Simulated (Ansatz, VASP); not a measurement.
**SrCl2: VASP beside Ansatz**

File INCAR:

```
ALGO     = Normal         # electronic algorithm
EDIFF    = 1E-8           # SCF threshold, eV
ENCUT    = 520            # plane-wave cutoff, eV
GGA      = CA             # functional
ISIF     = 2              # what is computed and relaxed
ISMEAR   = -1             # smearing method
LASPH    = True           # aspherical terms in the spheres
LCHARG   = False          # write CHGCAR
LEFG     = True         
LREAL    = False          # projectors in reciprocal space
LWAVE    = False          # write WAVECAR
NBANDS   = 19             # bands
NELM     = 60             # most SCF steps
PREC     = Accurate       # precision mode
SIGMA    = 0.01           # smearing width, eV
```

File KPOINTS:

```
k-points
0
Gamma
  8 8 8
```

The input POSCAR:

```
SrCl2
1.0
    0.0000000000      3.5552100000      3.4855000000
    3.5552100000      0.0000000000      3.4855000000
    3.5552100000      3.5552100000      0.0000000000
Sr Cl
1 2
Direct
    0.0000000000      0.0000000000      0.0000000000
    0.2500000000      0.2500000000      0.2500000000
    0.7500000000      0.7500000000      0.7500000000
```

Input for Ansatz:

```yaml
crystal:
  lattice:
    - [0.0, 3.55521, 3.4855]
    - [3.55521, 0.0, 3.4855]
    - [3.55521, 3.55521, 0.0]
  atoms:
    - { symbol: Sr, position: [0.0, 0.0, 0.0] }
    - { symbol: Cl, position: [0.25, 0.25, 0.25] }
    - { symbol: Cl, position: [0.75, 0.75, 0.75] }
kpoints:
  mp_grid: { grid: [8, 8, 8] }
scf:
  occupations: { method: fermi_dirac, width: 0.01 }
hamiltonian:
  xc: lda
  pseudopotentials: { kind: paw }
output:
  forces: true
  stress: true
  eigenvalues: true
  efg: { contact_densities: true }
  write_density: true
  write_potential: true
  elf: true
  volumetric_format: npy
```

Change from the starting cell: equal xx and yy strain of +2 %, PAW files.

Alike in both runs: task electric field gradients; functional LDA; k mesh 8 × 8 × 8; occupations fermi-dirac, width 0.01 eV; no spin polarisation.

|  | VASP | Ansatz |
| --- | --- | --- |
| version | VASP 6.6.1 | Ansatz 0.2.0 |
| potentials or method | VASP PAW LDA potentials, release 64 (Sr_sv, Cl) | PAW with Ansatz's default frozen-core files, scalar-relativistic |
| plane-wave cutoff (eV) | 520 | 420 |
| valence electrons in the cell | 24 | 24 |

Ansatz gave:

| Property | Result |
| --- | --- |
| gap on the k mesh at the Fermi level (eV) | 4.65 |
| pressure (GPa) | -3.9 |
| traceless stress, the component that is largest in VASP (GPa) | 0.63 |
| size of Vzz on the site where it differs most (V/Å²) | 6.1 |

Q: What did VASP give for the same quantities?

A: gap on the k mesh at the Fermi level (eV): 4.66; pressure (GPa): -3.8; traceless stress, the component that is largest in VASP (GPa): 0.62; size of Vzz on the site where it differs most (V/Å²): 6.0.

LDA's correlation is that of Perdew and Zunger in VASP and of Perdew and Wang (1992) in Ansatz.
